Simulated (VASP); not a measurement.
# Pb (Fm-3m) in VASP: a series of runs

Pb is run at these levels: PBE+D3(BJ); tasks: single point, relaxation of cell and atoms.

Everything below comes from runs of VASP 6.6.1. Logs are shortened: lines on timing, memory, paths and dates and some standing lists are left out, and cuts for length are marked.

**1. The cell of the first run**

Symmetry: Fm-3m, No. 225, cubic system. The conventional cell has a = 4.959 Å, b = 4.959 Å, c = 4.959 Å, α = 90.00°, β = 90.00°, γ = 90.00°. Pb (site symmetry m-3m) has 12 Pb at 3.51 Å within 4.6 Å.

**2. Single point, PBE+D3(BJ)**

Input file INCAR:

```
SYSTEM = Pb
PREC = Accurate
ENCUT = 520
EDIFF = 1E-7
ISMEAR = 0
SIGMA = 0.1
LREAL = .False.
LASPH = .True.
NELM = 60
ALGO = Normal
ISIF = 2
LWAVE = .False.
LCHARG = .True.
GGA = PE
IVDW = 12
LELF = .True.
LVHAR = .True.
NBANDS = 13
```

Input file KPOINTS:

```
Automatic mesh
0
Gamma
  14 14 14
  0 0 0
```

Input file POSCAR:

```
Pb
1.0
    0.0000000000      2.4795414672      2.4795414672
    2.4795414672      0.0000000000      2.4795414672
    2.4795414672      2.4795414672      0.0000000000
Pb
1
Direct
    0.0000000000      0.0000000000      0.0000000000
```

Potentials or basis: VASP PAW PBE potentials, release 64 (Pb_d).

Run with:

```console
$ cat potpaw_PBE.64/Pb_d/POTCAR > POTCAR
$ mpirun -np 1 vasp_std > vasp.out
```

OUTCAR:

```text
SYSTEM = Pb
   PREC = Accurate
   ENCUT = 520
   EDIFF = 1E-7
   ISMEAR = 0
   LREAL = .False.
   LASPH = .True.
   NELM = 60
   ISIF = 2
   GGA = PE
   IVDW = 12
 IVDW          = 12

 ion  position               nearest neighbor table
   1  0.000  0.000  0.000-

  LATTYP: Found a face centered cubic cell.
 ALAT       =     4.9590829344

  Lattice vectors:

 A1 = (   0.0000000000,   2.4795414672,   2.4795414672)
 A2 = (   2.4795414672,   0.0000000000,   2.4795414672)
 A3 = (   2.4795414672,   2.4795414672,   0.0000000000)

Analysis of symmetry for initial positions (statically):
=====================================================================
 Subroutine PRICEL returns:
 Original cell was already a primitive cell.

 Routine SETGRP: Setting up the symmetry group for a
 face centered cubic supercell.

 Subroutine GETGRP returns: Found 48 space group operations
 (whereof 48 operations were pure point group operations)
 out of a pool of 48 trial point group operations.

The static configuration has the point symmetry O_h .

Analysis of symmetry for dynamics (positions and initial velocities):
=====================================================================
 Subroutine PRICEL returns:
 Original cell was already a primitive cell.

 Routine SETGRP: Setting up the symmetry group for a
 face centered cubic supercell.

 Subroutine GETGRP returns: Found 48 space group operations
 (whereof 48 operations were pure point group operations)
 out of a pool of 48 trial point group operations.

The dynamic configuration has the point symmetry O_h .

 Subroutine INISYM returns: Found 48 space group operations
 (whereof 48 operations are pure point group operations),
 and found     1 'primitive' translations

----------------------------------------------------------------------------------------

                                     Primitive cell

  volume of cell :      30.4891

  direct lattice vectors                    reciprocal lattice vectors
     0.000000000  2.479541467  2.479541467    -0.201650187  0.201650187  0.201650187
     2.479541467  0.000000000  2.479541467     0.201650187 -0.201650187  0.201650187
     2.479541467  2.479541467  0.000000000     0.201650187  0.201650187 -0.201650187

  length of vectors
     3.506601171  3.506601171  3.506601171     0.349268369  0.349268369  0.349268369

  position of ions in fractional coordinates (direct lattice)
     0.000000000  0.000000000  0.000000000

  ion indices of the primitive-cell ions
   primitive index   ion index
                 1           1

----------------------------------------------------------------------------------------

 KPOINTS: Automatic mesh

[... 81 lines left out ...]
   EFERMI =   0.00;   METHOD = LEGACY
   ISMEAR =     0;   SIGMA  =   0.10  broadening in eV -4-tet -1-fermi 0-gaus
   EFERMI_NEDOS =   21; number of points for ismear=-14 and -15
   IALGO  =     38    algorithm
   IMIX   =      4    mixing-type and parameters
     AMIX     =   0.40;   BMIX     =  1.00
     AMIX_MAG =   1.60;   BMIX_MAG =  1.00
  volume/ion in A,a.u.               =      30.49       205.75
  Fermi-wavevector in a.u.,A,eV,Ry     =   1.262998  2.386721 21.703537  1.595165
  Thomas-Fermi vector in A             =   2.396378
   LORBIT       =      0    0 simple, 1 ext, 2 COOP (PROOUT), +10 PAW based schemes
   GGA     = PE    functional components
   LHFCALC =     F    Hartree Fock is set to
   AEXX    =    0.0000 exact exchange contribution
   IVDW    =    12    specifies the selected vdW correction
   LEPSILON=     F    determine dielectric tensor
   LRPA    =     F    only Hartree local field effects (RPA)
 non-spin polarized calculation
 Gauss-broadening in eV      SIGMA  =   0.10
  energy-cutoff  :      520.00
  volume of cell :       30.49
 maximum number of plane-waves:       869
 NGX is ok and might be reduce to    28
   NGX = 13   NGY = 13   NGZ = 13

 number of electron      14.0000000 magnetization

 Free energy of the ion-electron system (eV)
  ---------------------------------------------------
  ext. energy  EPLUGINS =         0.00000000
  ---------------------------------------------------
  free energy    TOTEN  =        -3.55879700 eV

  energy without entropy =       -3.55663049  energy(sigma->0) =       -3.55771374

 E-fermi :   7.2564     XC(G=0): -10.1586

 val. band max:        7.1153517109   @ k =   0.3571   0.1429   0.0714
 cond. band min:       7.2581491067   @ k =   0.3571   0.2143   0.0000
 fundamental gap:      0.1427973958
 Fermi energy:         7.2564306883

 k-point     1 :       0.0000    0.0000    0.0000
  band No.  band energies     occupation
      1      -9.8473      2.00000
      2      -9.8473      2.00000
      3      -9.8473      2.00000
      4      -9.7096      2.00000
      5      -9.7096      2.00000
      6      -4.4964      2.00000
      7      14.5958      0.00000
      8      14.5958      0.00000
      9      14.5958      0.00000
     10      16.9805      0.00000
     11      18.4905      0.00000
     12      19.6649      0.00000
     13      19.6649      0.00000
[... 354 lines left out ...]
  band No.  band energies     occupation
      1      -9.8873      2.00000
      2      -9.7902      2.00000
      3      -9.7625      2.00000
      4      -9.7213      2.00000
      5      -9.6413      2.00000
      6      -3.0726      2.00000
      7       8.4530      0.00000
      8      11.9269      0.00000
      9      12.1666      0.00000
     10      15.6397      0.00000
     11      17.2292      0.00000
     12      20.9201      0.00000
     13      21.5957      0.00000

 [... further k-points ...]

------------------------ aborting loop because EDIFF is reached ----------------------------------------

 Edisp (eV)   -0.40738

 E8    (eV) :    -0.2065

  FORCE on cell =-STRESS in cart. coord.  units (eV):
  Direction    XX          YY          ZZ          XY          YZ          ZX
  --------------------------------------------------------------------------------------
  -------------------------------------------------------------------------------------
  Total      -0.01353    -0.01353    -0.01353    -0.00000     0.00000     0.00000
  in kB      -0.71122    -0.71122    -0.71122    -0.00000     0.00000     0.00000
  external pressure =       -0.71 kB  Pullay stress =        0.00 kB

 VOLUME and BASIS-vectors are now :
 -----------------------------------------------------------------------------
  energy-cutoff  :      520.00
  volume of cell :       30.49
      direct lattice vectors                 reciprocal lattice vectors
     0.000000000  2.479541467  2.479541467    -0.201650187  0.201650187  0.201650187
     2.479541467  0.000000000  2.479541467     0.201650187 -0.201650187  0.201650187
     2.479541467  2.479541467  0.000000000     0.201650187  0.201650187 -0.201650187

 POSITION                                       TOTAL-FORCE (eV/Angst)
 -----------------------------------------------------------------------------------
      0.00000      0.00000      0.00000         0.000000      0.000000      0.000000
 -----------------------------------------------------------------------------------
    total drift:                               -0.000000     -0.000000     -0.000000

  FREE ENERGIE OF THE ION-ELECTRON SYSTEM (eV)
  ---------------------------------------------------
  free  energy   TOTEN  =        -3.9661799248 eV

  energy  without entropy=       -3.9640134188  energy(sigma->0) =       -3.96509667
```

OSZICAR:

```text
N       E                     dE             d eps       ncg     rms          rms(c)
DAV:   1     0.108242637192E+03    0.10824E+03   -0.71750E+03  2739   0.126E+03
DAV:   2     0.159219384294E+01   -0.10665E+03   -0.10336E+03  2839   0.315E+02
DAV:   3    -0.344767326238E+01   -0.50399E+01   -0.50173E+01  3310   0.735E+01
DAV:   4    -0.356471670255E+01   -0.11704E+00   -0.11701E+00  3370   0.119E+01
DAV:   5    -0.357008501384E+01   -0.53683E-02   -0.53682E-02  3725   0.239E+00    0.520E-01
DAV:   6    -0.356100845143E+01    0.90766E-02   -0.12676E-02  3451   0.197E+00    0.259E-01
DAV:   7    -0.355885121422E+01    0.21572E-02   -0.55895E-03  3559   0.123E+00    0.878E-02
DAV:   8    -0.355880110720E+01    0.50107E-04   -0.41996E-04  3599   0.327E-01    0.101E-02
DAV:   9    -0.355879792625E+01    0.31809E-05   -0.10819E-05  3683   0.570E-02    0.491E-03
DAV:  10    -0.355879698495E+01    0.94130E-06   -0.10396E-06  3259   0.914E-03    0.310E-04
DAV:  11    -0.355879699620E+01   -0.11250E-07   -0.27033E-08  2302   0.228E-03
   1 F= -.39661799E+01 E0= -.39650967E+01  d E =-.216651E-02
```

Wall time 17 s (1 thread of Intel Xeon 6975P-C (Granite Rapids), shared host); peak memory 0.19 GiB.

Results:

```
Free energy                : -3.9662 eV
Pressure                   : -0.1 GPa
Band gap on the k mesh     : zero (band 7 reaches 14.60 eV, above the bottom of band 8 at 5.67 eV)
Dispersion energy per atom : -0.407 eV
```

Levels at points of the mesh, in eV from the Fermi level:
| k point | band 5 | band 6 | band 7 | band 8 | band 9 | band 10 |
| --- | --- | --- | --- | --- | --- | --- |
| (0.00, 0.00, 0.00) | -16.97 | -11.75 | 7.34 | 7.34 | 7.34 | 9.72 |
| (0.50, 0.00, 0.00) | -16.83 | -8.16 | -4.21 | 5.51 | 5.51 | 9.20 |
| (0.50, 0.50, 0.00) | -16.80 | -6.76 | -3.28 | 2.01 | 2.01 | 5.33 |

Caveat: spin-orbit coupling is left out, which moves the levels of the heavy elements; pairwise dispersion overbinds metals, which lowers pressure and volume.

**3. Relaxation of cell and atoms, PBE+D3(BJ)**

This run uses another cell than the first one, of 30.32 Å³/atom, 0.995 times its volume.

Input file INCAR:

```
SYSTEM = Pb
  PREC = Accurate
  ENCUT = 600
  EDIFF = 1E-6
  ISMEAR = 0
  SIGMA = 0.1
  LREAL = .False.
  LASPH = .True.
  NELM = 100
  ALGO = Normal
  ISIF = 3
  LWAVE = .False.
  LCHARG = .False.
  GGA = PE
  IVDW = 12
  IBRION = 2
  NSW = 100
  EDIFFG = -0.005
```

KPOINTS is that of step 2.

Input file POSCAR:

```
Pb
1.0
    0.0000000000      2.4750200000      2.4750200000
    2.4750200000      0.0000000000      2.4750200000
    2.4750200000      2.4750200000      0.0000000000
Pb
1
Direct
    0.0000000000      0.0000000000      0.0000000000
```

Potentials or basis: VASP PAW PBE potentials, release 64 (Pb_d).

Run with:

```console
$ cat potpaw_PBE.64/Pb_d/POTCAR > POTCAR
$ mpirun -np 1 vasp_std > vasp.out
```

OUTCAR:

```text
SYSTEM = Pb
   PREC = Accurate
   ENCUT = 600
   EDIFF = 1E-6
   ISMEAR = 0
   LREAL = .False.
   LASPH = .True.
   NELM = 100
   ISIF = 3
   GGA = PE
   IVDW = 12
   IBRION = 2
   NSW = 100
   EDIFFG = -0.005
 IVDW          = 12

 ion  position               nearest neighbor table
   1  0.000  0.000  0.000-

  LATTYP: Found a face centered cubic cell.
 ALAT       =     4.9500400000

  Lattice vectors:

 A1 = (   0.0000000000,   2.4750200000,   2.4750200000)
 A2 = (   2.4750200000,   0.0000000000,   2.4750200000)
 A3 = (   2.4750200000,   2.4750200000,   0.0000000000)

Analysis of symmetry for initial positions (statically):
=====================================================================
 Subroutine PRICEL returns:
 Original cell was already a primitive cell.

 Routine SETGRP: Setting up the symmetry group for a
 face centered cubic supercell.

 Subroutine GETGRP returns: Found 48 space group operations
[... 287 lines left out ...]
  free energy    TOTEN  =        -3.55834674 eV

  energy without entropy =       -3.55618555  energy(sigma->0) =       -3.55726615

 E-fermi :   7.2694     XC(G=0): -10.1638

 val. band max:        7.1286603490   @ k =   0.3571   0.1429   0.0714
 cond. band min:       7.2721160014   @ k =   0.3571   0.2143   0.0000
 fundamental gap:      0.1434556524
 Fermi energy:         7.2694335549

 k-point     1 :       0.0000    0.0000    0.0000
  band No.  band energies     occupation
      1      -9.8348      2.00000
      2      -9.8348      2.00000
      3      -9.8348      2.00000
      4      -9.6967      2.00000
      5      -9.6967      2.00000
      6      -4.4917      2.00000
      7      14.6167      0.00000
      8      14.6167      0.00000
      9      14.6167      0.00000
     10      16.9941      0.00000
     11      18.5175      0.00000
[... 309 lines left out ...]
 k-point    24 :       0.2857    0.1429    0.0000
  band No.  band energies     occupation
      1      -9.8751      2.00000
      2      -9.7777      2.00000
      3      -9.7499      2.00000
      4      -9.7085      2.00000
      5      -9.6283      2.00000
      6      -3.0661      2.00000
      7       8.4680      0.00000
      8      11.9439      0.00000
      9      12.1850      0.00000
     10      15.6554      0.00000
     11      17.2470      0.00000

 [... further k-points ...]

------------------------ aborting loop because EDIFF is reached ----------------------------------------

 Edisp (eV)   -0.40786

 E8    (eV) :    -0.2067
[... 24 lines left out ...]
  FREE ENERGIE OF THE ION-ELECTRON SYSTEM (eV)
  ---------------------------------------------------
  free  energy   TOTEN  =        -3.9662017721 eV

  energy  without entropy=       -3.9640405791  energy(sigma->0) =       -3.96512118

 reached required accuracy - stopping structural energy minimisation
```

OSZICAR:

```text
N       E                     dE             d eps       ncg     rms          rms(c)
DAV:   1     0.107358633985E+03    0.10736E+03   -0.79800E+03  2300   0.164E+03
DAV:   2     0.123513296166E+01   -0.10612E+03   -0.10417E+03  2342   0.342E+02
[... 22 lines left out ...]
DAV:   4    -0.355874270877E+01   -0.73889E-06   -0.97523E-07  1666   0.121E-02
   3 F= -.39662030E+01 E0= -.39651200E+01  d E =-.113912E-03
       N       E                     dE             d eps       ncg     rms          rms(c)
DAV:   1    -0.355849567909E+01    0.24629E-03   -0.44798E-03  2666   0.150E+00    0.630E-02
DAV:   2    -0.355836423822E+01    0.13144E-03   -0.25628E-04  2636   0.353E-01    0.223E-02
DAV:   3    -0.355834609975E+01    0.18138E-04   -0.74711E-05  2891   0.182E-01    0.176E-03
DAV:   4    -0.355834674372E+01   -0.64397E-06   -0.74552E-07  1398   0.108E-02
   4 F= -.39662018E+01 E0= -.39651212E+01  d E =-.112679E-03
```

CONTCAR:

```text
Pb
   1.00000000000000
    -0.0000000000000000    2.4786040182448787    2.4786040182448787
     2.4786040182448787   -0.0000000000000001    2.4786040182448787
     2.4786040182448787    2.4786040182448787   -0.0000000000000000
  Pb
     1
Direct
     0.0000000000000000    0.0000000000000000    0.0000000000000000

  0.00000000E+00  0.00000000E+00  0.00000000E+00
```

Run time: 28 s. Hardware: 1 thread of Intel Xeon 6975P-C (Granite Rapids), shared host; peak memory 0.2 GiB.

What came out:

```
Free energy                            : -3.9662 eV
Relaxed volume                         : 30.45 Å³/atom
Relaxed cell                           : a = 3.505 Å, b = 3.505 Å, c = 3.505 Å, α = 60.00°, β = 60.00°, γ = 60.00°
Space group after relaxing (to 0.05 Å) : Fm-3m (No. 225)
Energy gained by relaxing              : 0.1 meV/atom
Ionic steps                            : 4
Pressure after relaxing                : 0.0 GPa
Band gap on the k mesh                 : zero (band 7 reaches 14.62 eV, above the bottom of band 8 at 5.68 eV)
Dispersion energy per atom             : -0.408 eV
```

The path:
| step | energy change (eV) | largest force (eV/Å) | pressure (GPa) | volume (Å³) |
| --- | --- | --- | --- | --- |
| 1 | 0.0000 | 0.0000 | 0.23 | 30.32 |
| 2 | -0.0001 | 0.0000 | -0.04 | 30.52 |
| 3 | -0.0001 | 0.0000 | -0.05 | 30.48 |
| 4 | -0.0001 | 0.0000 | 0.00 | 30.45 |

Final structure:
```xyz
1
Lattice="0.0000 2.4786 2.4786 2.4786 0.0000 2.4786 2.4786 2.4786 0.0000" Properties=species:S:1:pos:R:3 pbc="T T T"
Pb    0.0000    0.0000    0.0000
```

Caveat: spin-orbit coupling is left out, which moves the levels of the heavy elements; pairwise dispersion overbinds metals, which lowers pressure and volume. Zero-point motion and thermal expansion aren't in these numbers.
